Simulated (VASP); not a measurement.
# W4N in VASP: single point with PBE

Aim: the single point of W4N with PBE.

All numbers are computed with VASP 6.6.1; they aren't measurements. Logs are shortened: lines on timing, memory, paths and dates and some standing lists are left out, and cuts for length are marked.

## Step 1: The cell of the first run

The cell holds a slab with vacuum, 5 atoms: a = 3.184 Å, b = 3.184 Å, c = 20.143 Å, α = 90.00°, β = 90.00°, γ = 90.00°.

## Step 2: Single point, PBE

Contents of INCAR:

```
PREC = Accurate
ENCUT = 520
EDIFF = 1E-6
ISMEAR = 0
SIGMA = 0.1
LREAL = False
LASPH = True
NELM = 100
ALGO = Normal
ISIF = 2
LWAVE = False
LCHARG = False
LDIPOL = True
IDIPOL = 3
DIPOL = 0.5 0.5 0.349
GGA = PE
NBANDS = 38
```

Contents of KPOINTS:

```
Automatic mesh
0
Gamma
  8 8 1
```

Contents of POSCAR:

```
W4N
1.0
    3.1836991685      0.0000000000      0.0000000000
    0.0000000000      3.1836991685      0.0000000000
    0.0000000000      0.0000000000     20.1425775594
W N
4 1
Direct
    0.5000000000      0.5000000000      0.1985843166
    0.0000000000      0.0000000000      0.2776134071
    0.5000000000      0.5000000000      0.3599451789
    0.0000000000      0.0000000000      0.4290700897
    0.0000000000      0.5000000000      0.4808527623
```

Potentials or basis: VASP PAW PBE potentials, release 64 (W_sv, N).

Run with:

```sh
cat potpaw_PBE.64/W_sv/POTCAR potpaw_PBE.64/N/POTCAR > POTCAR
mpirun -np 1 vasp_std > vasp.out
```

OUTCAR:

```text
PREC = Accurate
   ENCUT = 520
   EDIFF = 1E-6
   ISMEAR = 0
   LREAL = False
   LASPH = True
   NELM = 100
   ISIF = 2
   GGA = PE

 ion  position               nearest neighbor table
   1  0.500  0.500  0.199-   2 2.76   2 2.76   2 2.76   2 2.76   3 3.25
   2  0.000  0.000  0.278-   1 2.76   1 2.76   1 2.76   1 2.76   3 2.80   3 2.80   3 2.80   3 2.80
                             4 3.05
   3  0.500  0.500  0.360-   4 2.65   4 2.65   4 2.65   4 2.65   2 2.80   2 2.80   2 2.80   2 2.80
                             1 3.25
   4  0.000  0.000  0.429-   5 1.90   5 1.90   3 2.65   3 2.65   3 2.65   3 2.65   2 3.05
   5  0.000  0.500  0.481-   4 1.90   4 1.90

  LATTYP: Found a simple tetragonal cell.
 ALAT       =     3.1836991685
 C/A-ratio  =     6.3267841882

  Lattice vectors:

 A1 = (   3.1836991685,   0.0000000000,   0.0000000000)
 A2 = (   0.0000000000,   3.1836991685,   0.0000000000)
 A3 = (   0.0000000000,   0.0000000000,  20.1425775594)

Analysis of symmetry for initial positions (statically):
=====================================================================
 Subroutine PRICEL returns:
 Original cell was already a primitive cell.

 Routine SETGRP: Setting up the symmetry group for a
 simple tetragonal supercell.

 Subroutine GETGRP returns: Found  4 space group operations
 (whereof  4 operations were pure point group operations)
 out of a pool of 16 trial point group operations.

The static configuration has the point symmetry C_2v.

Analysis of symmetry for dynamics (positions and initial velocities):
=====================================================================
 Subroutine PRICEL returns:
 Original cell was already a primitive cell.

 Routine SETGRP: Setting up the symmetry group for a
 simple tetragonal supercell.

 Subroutine GETGRP returns: Found  4 space group operations
 (whereof  4 operations were pure point group operations)
 out of a pool of 16 trial point group operations.

The dynamic configuration has the point symmetry C_2v.

 Subroutine INISYM returns: Found  4 space group operations
 (whereof  4 operations are pure point group operations),
 and found     1 'primitive' translations

----------------------------------------------------------------------------------------

                                     Primitive cell

  volume of cell :     204.1640

  direct lattice vectors                    reciprocal lattice vectors
     3.183699169  0.000000000  0.000000000     0.314100029  0.000000000  0.000000000
     0.000000000  3.183699169  0.000000000     0.000000000  0.314100029  0.000000000
     0.000000000  0.000000000 20.142577559     0.000000000  0.000000000  0.049646079

  length of vectors
     3.183699169  3.183699169 20.142577559     0.314100029  0.314100029  0.049646079

  position of ions in fractional coordinates (direct lattice)
     0.500000000  0.500000000  0.198584317
     0.000000000  0.000000000  0.277613407
     0.500000000  0.500000000  0.359945179
     0.000000000  0.000000000  0.429070090
     0.000000000  0.500000000  0.480852762

  ion indices of the primitive-cell ions
   primitive index   ion index
                 1           1
                 2           2
                 3           3
                 4           4
                 5           5

----------------------------------------------------------------------------------------

 KPOINTS: Automatic mesh

Automatic generation of k-mesh.
 Grid dimensions read from file:
 generate k-points for:    8    8    1

 Generating k-lattice:

  Cartesian coordinates                     Fractional coordinates (reciprocal lattice)
     0.039262504  0.000000000  0.000000000     0.125000000  0.000000000  0.000000000
     0.000000000  0.039262504  0.000000000     0.000000000  0.125000000  0.000000000
     0.000000000  0.000000000  0.049646079     0.000000000  0.000000000  1.000000000

  Length of vectors
     0.039262504  0.039262504  0.049646079

  Shift w.r.t. Gamma in fractional coordinates (k-lattice)
     0.000000000  0.000000000  0.000000000

 Subroutine IBZKPT returns following result:
 ===========================================

 Found     25 irreducible k-points:

 Following reciprocal coordinates:
            Coordinates               Weight
  0.000000  0.000000  0.000000      1.000000
  0.125000  0.000000  0.000000      2.000000
  0.000000  0.125000  0.000000      2.000000
  0.250000  0.000000  0.000000      2.000000
  0.000000  0.250000  0.000000      2.000000
  0.375000  0.000000  0.000000      2.000000
[... 16 lines left out ...]
  0.500000  0.375000  0.000000      2.000000
 -0.375000  0.500000  0.000000      2.000000
   k-points           NKPTS =     25   k-points in BZ     NKDIM =     25   number of bands    NBANDS=     38
   number of dos      NEDOS =    301   number of ions     NIONS =      5
   total plane-waves  NPLWV =  86400
   dimension x,y,z NGX =    24 NGY =   24 NGZ =  150
   dimension x,y,z NGXF=    48 NGYF=   48 NGZF=  300
   ions per type =               4   1
   NGX,Y,Z   is equivalent  to a cutoff of  12.53, 12.53, 12.38 a.u.
   NGXF,Y,Z  is equivalent  to a cutoff of  25.06, 25.06, 24.76 a.u.
 SYSTEM =  unknown system
   PREC   = accura    normal or accurate (medium, high low for compatibility)
   ISTART =      0    job   : 0-new  1-cont  2-samecut
   ICHARG =      2    charge: 1-file 2-atom 10-const
   ISPIN  =      1    spin polarized calculation?
   LNONCOLLINEAR =      F non collinear calculations
   LSORBIT =      F    spin-orbit coupling
   LASPH  =      T    aspherical Exc in radial PAW
   ENCUT  =  520.0 eV  38.22 Ry    6.18 a.u.   5.92  5.92 37.45*2*pi/ulx,y,z
   NELM   =    100;   NELMIN=  2; NELMDL= -5     # of ELM steps
   EDIFF  = 0.1E-05   stopping-criterion for ELM
   LREAL  =      F    real-space projection
   EDIFFG = 0.1E-04   stopping-criterion for IOM
   NSW    =      0    number of steps for IOM
   IBRION =     -1    ionic relax: 0-MD 1-quasi-New 2-CG
   NFREE  =      0    steps in history (QN), initial steepest desc. (CG)
   ISIF   =      2    stress and relaxation
   ISYM   =      2    0-nonsym 1-usesym 2-fastsym
   POTIM  = 0.5000    time-step for ionic-motion
   TEBEG  =    0.0;   TEEND  =   0.0 temperature during run
   PSTRESS=    0.0 pullay stress
   NELECT =      61.0000    total number of electrons
   NUPDOWN=      -1.0000    fix difference up-down
   EMIN   =  10.00;   EMAX   =-10.00  energy-range for DOS
   EFERMI =   0.00;   METHOD = LEGACY
   ISMEAR =     0;   SIGMA  =   0.10  broadening in eV -4-tet -1-fermi 0-gaus
   EFERMI_NEDOS =   21; number of points for ismear=-14 and -15
   IALGO  =     38    algorithm
   IMIX   =      4    mixing-type and parameters
     AMIX     =   0.40;   BMIX     =  1.00
     AMIX_MAG =   1.60;   BMIX_MAG =  1.00
  volume/ion in A,a.u.               =      40.83       275.55
  Fermi-wavevector in a.u.,A,eV,Ry     =   1.094439  2.068191 16.297028  1.197798
  Thomas-Fermi vector in A             =   2.230744
   LORBIT       =      0    0 simple, 1 ext, 2 COOP (PROOUT), +10 PAW based schemes
   GGA     = PE    functional components
   LHFCALC =     F    Hartree Fock is set to
   AEXX    =    0.0000 exact exchange contribution
   IVDW    =     0    specifies the selected vdW correction
   LEPSILON=     F    determine dielectric tensor
   LRPA    =     F    only Hartree local field effects (RPA)
 non-spin polarized calculation
 Gauss-broadening in eV      SIGMA  =   0.10
  energy-cutoff  :      520.00
  volume of cell :      204.16
 maximum number of plane-waves:      5576
   NGX = 11   NGY = 11   NGZ = 75

 dipolmoment           0.000000      0.000000     -0.006049 electrons x Angstroem

 number of electron      60.9999990 magnetization

 dipolmoment           0.000000      0.000000      0.113978 electrons x Angstroem

 Free energy of the ion-electron system (eV)
  ---------------------------------------------------
  ext. energy  EPLUGINS =         0.00000000
  ---------------------------------------------------
  free energy    TOTEN  =       -55.37782090 eV

  energy without entropy =      -55.36004762  energy(sigma->0) =      -55.36893426

 E-fermi :   0.3631     XC(G=0):  -5.6828

 val. band max:        0.3583636137   @ k =   0.3750   0.1250   0.0000
 cond. band min:       0.3866218306   @ k =   0.1250   0.1250   0.0000
 fundamental gap:      0.0282582169
 Fermi energy:         0.3631122748

 k-point     1 :       0.0000    0.0000    0.0000
  band No.  band energies     occupation
      1     -73.6543      2.00000
      2     -73.6120      2.00000
      3     -73.5208      2.00000
      4     -73.4338      2.00000
      5     -38.2092      2.00000
      6     -38.1442      2.00000
[... 30 lines left out ...]
     37       3.0052      0.00000
     38       3.3953      0.00000

 k-point     2 :       0.1250    0.0000    0.0000
  band No.  band energies     occupation
      1     -73.6455      2.00000
      2     -73.6073      2.00000
      3     -73.5231      2.00000
      4     -73.4404      2.00000
      5     -38.1795      2.00000
      6     -38.1774      2.00000
[... 30 lines left out ...]
     37       2.7883      0.00000
     38       3.7705      0.00000

 k-point     3 :       0.0000    0.1250    0.0000
  band No.  band energies     occupation
      1     -73.6454      2.00000
      2     -73.6072      2.00000
      3     -73.5231      2.00000
      4     -73.4403      2.00000
      5     -38.2904      2.00000
      6     -38.1823      2.00000
[... 30 lines left out ...]
     37       2.6060      0.00000
[... 781 lines left out ...]
 k-point    23 :       0.5000    0.3750    0.0000
  band No.  band energies     occupation
      1     -73.5653      2.00000
      2     -73.5520      2.00000
      3     -73.5440      2.00000
      4     -73.4985      2.00000
      5     -38.5293      2.00000
      6     -38.4074      2.00000
[... 30 lines left out ...]
     37       3.3307      0.00000
     38       3.7727      0.00000

 k-point    24 :      -0.3750    0.5000    0.0000
  band No.  band energies     occupation
      1     -73.5653      2.00000
      2     -73.5518      2.00000
      3     -73.5439      2.00000
      4     -73.4985      2.00000
      5     -38.5541      2.00000
      6     -38.4291      2.00000
[... 30 lines left out ...]
     37       3.3244      0.00000
     38       3.6239      0.00000

 [... further k-points ...]

------------------------ aborting loop because EDIFF is reached ----------------------------------------

 vacuum level on the upper side and lower side of the slab       (xc-potential included)         0.909        -1.106

  FORCE on cell =-STRESS in cart. coord.  units (eV):
  Direction    XX          YY          ZZ          XY          YZ          ZX
  --------------------------------------------------------------------------------------
  -------------------------------------------------------------------------------------
  Total        0.3608623     -0.5297372     -0.0485121      0.0000000      0.0000000      0.0000000
  in kB        2.8318682     -4.1571145     -0.3806989      0.0000000      0.0000000      0.0000000
  external PRESSURE =      -0.5686484 kB  Pullay stress =       0.0000000 kB

 VOLUME and BASIS-vectors are now :
 -----------------------------------------------------------------------------
  energy-cutoff  :      520.00
  volume of cell :      204.16
      direct lattice vectors                 reciprocal lattice vectors
     3.183699169  0.000000000  0.000000000     0.314100029  0.000000000  0.000000000
     0.000000000  3.183699169  0.000000000     0.000000000  0.314100029  0.000000000
     0.000000000  0.000000000 20.142577559     0.000000000  0.000000000  0.049646079

 POSITION                                       TOTAL-FORCE (eV/Angst)
 -----------------------------------------------------------------------------------
      1.59185      1.59185      4.00000         0.000000      0.000000      2.152753
      0.00000      0.00000      5.59185         0.000000      0.000000     -1.654173
      1.59185      1.59185      7.25022         0.000000      0.000000     -3.443929
      0.00000      0.00000      8.64258         0.000000      0.000000      2.790114
      0.00000      1.59185      9.68561         0.000000      0.000000      0.155235
 -----------------------------------------------------------------------------------
    total drift:                                0.000000      0.000000     -0.000111

  FREE ENERGIE OF THE ION-ELECTRON SYSTEM (eV)
  ---------------------------------------------------
  free  energy   TOTEN  =       -55.3778209009 eV

  energy  without entropy=      -55.3600476222  energy(sigma->0) =      -55.36893426

 vacuum level on the upper side and lower side of the slab         6.470         4.387
```

Run time: 2.1 min. Hardware: 1 thread of Intel Xeon 6975P-C (Granite Rapids), shared host; peak memory 0.36 GiB.

Results:

- Free energy: -55.3778 eV
- Largest force: 3.444 eV/Å

Forces on the atoms (eV/Å):
```
W    0.000  0.000  2.153
W    0.000  0.000 -1.654
W    0.000  0.000 -3.444
W    0.000  0.000  2.790
N    0.000  0.000  0.155
```

Levels at points of the mesh, in eV from the Fermi level:
```tsv
k point	band 27	band 28	band 29	band 30	band 31	band 32	band 33	band 34	band 35	band 36
(0.00, 0.00, 0.00)	-0.96	-0.94	-0.88	-0.29	-0.20	0.17	0.61	0.70	1.60	2.44
(0.50, 0.00, 0.00)	-1.73	-1.12	-0.69	-0.09	0.21	0.69	0.94	1.08	2.17	2.53
(0.00, 0.50, 0.00)	-1.92	-1.70	-0.68	-0.18	0.22	0.72	0.95	1.03	2.33	2.39
(0.50, 0.50, 0.00)	-1.44	-1.32	-1.14	1.13	1.41	1.75	1.97	2.04	2.44	2.51
```

Caveat: spin-orbit coupling is left out, which moves the levels of the heavy elements.
